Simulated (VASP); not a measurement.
Here is a VASP 6.6.1 calculation.

The input INCAR:

```
PREC = Accurate ; ENCUT = 520
EDIFF = 1E-6 ; ISMEAR = 0
SIGMA = 0.1 ; LREAL = False
LASPH = True ; NELM = 80
ALGO = Normal ; ISIF = 2
LWAVE = False ; LCHARG = False
GGA = PE ; NBANDS = 11
```

File KPOINTS:

```
Automatic mesh
0
Gamma
  8 8 8
```

The input POSCAR:

```
LiH3
1.0
   -1.5219333760      1.5219333760      2.2170008744
    1.5219333760     -1.5219333760      2.2170008744
    1.5219333760      1.5219333760     -2.2170008744
Li H
1 3
Direct
    0.0000000000      0.0000000000      0.0000000000
    0.5000000000      0.5000000000      0.0000000000
    0.2500000000      0.7500000000      0.5000000000
    0.7500000000      0.2500000000      0.5000000000
```

Potentials or basis: VASP PAW PBE potentials, release 64 (Li_sv, H).

Command:

```sh
$ cat potpaw_PBE.64/Li_sv/POTCAR potpaw_PBE.64/H/POTCAR > POTCAR
$ mpirun -np 1 vasp_std > vasp.out
```

Problem. Estimate the band gap on the k mesh.

Solution. Zero (bands 3 and 4 overlap by 6.78 eV).
